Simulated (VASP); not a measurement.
Runs of VASP 6.6.1 on MgSn5. The structure is that of space group P-62m (No. 189), or close to it. The cells are those of the table. 

| cell | gap on the mesh (eV) | pressure (GPa) | largest force (eV/Å) |
| --- | --- | --- | --- |
| a = 5.779, b = 5.779, c = 5.745 Å, angles 90.0, 90.0, 120.0°, 6 atoms | none | -4.9 | 0.03 |
| a = 5.554, b = 5.554, c = 5.522 Å, angles 90.0, 90.0, 120.0°, 6 atoms | none | 0.3 | 0.07 |
| a = 5.612, b = 5.612, c = 5.580 Å, angles 90.0, 90.0, 120.0°, 6 atoms | none | -1.3 | (b) |
| a = 5.669, b = 5.669, c = 5.636 Å, angles 90.0, 90.0, 120.0°, 6 atoms | none | (a) | (c) |
| a = 5.725, b = 5.725, c = 5.691 Å, angles 90.0, 90.0, 120.0°, 6 atoms | none | -3.9 | 0.03 |

Alike in all rows: task single point; level LDA; potentials or basis VASP PAW LDA potentials, release 64 (Mg, Sn_d); no spin polarisation; k mesh 5 × 5 × 4; cutoff (eV) 520; smearing methfessel-paxton 0.1 eV.

**Question.** Fill in the values left out.

**Answer.** (a) -2.7; (b) 0.05; (c) 0.04.

Caveats: spin-orbit coupling is left out, which moves the levels of the heavy elements.

A k mesh can miss the band edges, and the runs leave out spin-orbit coupling on Sn.

A gap of «none» marks levels without a gap at the run's occupations.
